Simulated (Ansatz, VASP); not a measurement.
**CuO in VASP and in Ansatz**

INCAR

```
SYSTEM = CuO
PREC = Accurate
ENCUT = 520
EDIFF = 1E-6
ISMEAR = -1
SIGMA = 0.05
LREAL = .False.
LASPH = .True.
NELM = 150
ALGO = Normal
ISIF = 2
LWAVE = .False.
LCHARG = .False.
LMAXMIX = 4
LDAU = .True.
LDAUTYPE = 2
LDAUL = 2 -1
LDAUU = 4.5 0
LDAUJ = 0 0
LDAUPRINT = 1
GGA = CA
NBANDS = 25
```

The input KPOINTS:

```
Automatic mesh
0
Gamma
  9 9 5
  0 0 0
```

File POSCAR:

```
CuO
1.0
    1.9909680000     -2.1535500000      0.0000000000
    1.9909680000      2.1535500000      0.0000000000
    0.0000000000      0.0000000000      5.1559280000
Cu O
2 2
Direct
    0.5000000000      0.0000000000      0.0000000000
    0.0000000000      0.5000000000      0.5000000000
    0.5000000000      0.5000000000      0.2500000000
    0.5000000000      0.5000000000      0.7500000000
```

Contents of input.yaml:

```yaml
crystal:
  lattice:
    - [1.990968, -2.15355, 0.0]
    - [1.990968, 2.15355, 0.0]
    - [0.0, 0.0, 5.155928]
  atoms:
    - { symbol: Cu, position: [0.5, 0.0, 0.0] }
    - { symbol: Cu, position: [0.0, 0.5, 0.5] }
    - { symbol: O, position: [0.5, 0.5, 0.25] }
    - { symbol: O, position: [0.5, 0.5, 0.75] }
hamiltonian:
  xc: lda
  pseudopotentials: { kind: paw }
  hubbard: { sites: [{ species: Cu, l: d, u_eff: 4.5 }] }
kpoints:
  mp_grid: { grid: [9, 9, 5] }
  band_path:
    path:
      - [[0.0, 0.0, 0.0], [0.463677429, 0.463677429, 0.0], [0.0, 0.5, 0.0], [0.0, 0.5, 0.5], [0.463677429, 0.463677429, 0.5], [0.0, 0.0, 0.5], [0.0, 0.0, 0.0], [-0.5, 0.5, 0.0], [-0.463677429, 0.536322571, 0.0], [-0.463677429, 0.536322571, 0.5], [-0.5, 0.5, 0.5], [-0.5, 0.5, 0.0]]
      - [[0.0, 0.0, 0.5], [-0.5, 0.5, 0.5]]
    npoints: 14
scf:
  occupations: { method: fermi_dirac, width: 0.05 }
  n_extra_bands: 10
output:
  forces: true
  stress: true
  eigenvalues: true
  fatbands: true
```

Alike in both runs: functional LDA; k mesh 9 × 9 × 5; occupations fermi-dirac, width 0.05 eV; no spin polarisation; Hubbard terms Cu d U = 4.5 eV.

|  | VASP | Ansatz |
| --- | --- | --- |
| version | VASP 6.6.1 | Ansatz 0.2.0 |
| potentials or method | VASP PAW LDA potentials, release 64 (Cu, O) | Ansatz PAW |
| plane-wave cutoff (eV) | 520 | 420 |
| valence electrons in the cell | 34 | 50 |
| task | single point | band structure |

Ansatz gave:

- gap on the k mesh at the Fermi level (eV): none
- pressure (GPa): -9.8
- traceless stress, the component that is largest in VASP (GPa): -2.19

Question: What did VASP give for the same quantities?

Answer: gap on the k mesh at the Fermi level (eV): none; pressure (GPa): -13.9; traceless stress, the component that is largest in VASP (GPa): -2.87.

LDA's correlation is that of Perdew and Zunger in VASP and of Perdew and Wang (1992) in Ansatz. The programs project onto different local orbitals, so the same U acts differently, and such runs can settle in different states. A gap of «none» marks a metal or a gap that the smearing closes. VASP's potentials hold 34 valence electrons a cell and Ansatz's 50, so a difference there can come from the potentials and not from the codes.
